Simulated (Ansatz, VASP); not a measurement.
# BeZn4O: VASP beside Ansatz

```
CELL_PARAMETERS angstrom
0.00000 3.49095 3.49095
3.49095 0.00000 3.49095
3.49095 3.49095 0.00000
ATOMIC_POSITIONS crystal
Be 0.75000 0.75000 0.75000
Zn 0.87477 0.37508 0.37508
Zn 0.37508 0.37508 0.37508
Zn 0.37508 0.87477 0.37508
Zn 0.37508 0.37508 0.87477
O 0.00000 0.00000 0.00000
```

Change from the starting cell: species swapped into the NdMgCu4 type (F-43m, No. 216).

Alike in both runs: functional PBE; k mesh 4 × 4 × 4; occupations gaussian, width 0.1 eV; collinear spin.

Ansatz relaxed the structure, and its values are those at the end. VASP's run is a single point on that final structure, the one shown.

```csv
,VASP,Ansatz
version,VASP 6.6.1,Ansatz 0.2.0
potentials or method,"VASP PAW PBE potentials, release 64 (Be, Zn, O), cutoff 520 eV","scalar-relativistic, plane waves, PAW"
valence electrons in the cell,56,56
```

VASP gave:

| Item | Value |
| --- | --- |
| gap on the k mesh at the Fermi level (eV) | none |
| pressure (GPa) | 0.0 |
| rms of the force components (eV/Å) | 0.026 |
| net moment per atom (μB) | 0.00 |
| size of the moment on the site where the two differ most (μB) | 0.00 |

What did Ansatz give for the same quantities?

gap on the k mesh at the Fermi level (eV): none; pressure (GPa): 0.3; rms of the force components (eV/Å): 0.003; net moment per atom (μB): 0.24; size of the moment on the site where the two differ most (μB): 0.75.

The net moments are unlike, so the other rows may belong to different states. Site moments also hang on the region over which each program counts them. A gap of «none» marks a metal or a gap that the smearing closes.

The k mesh is coarse, so the values compare programs but aren't converged.
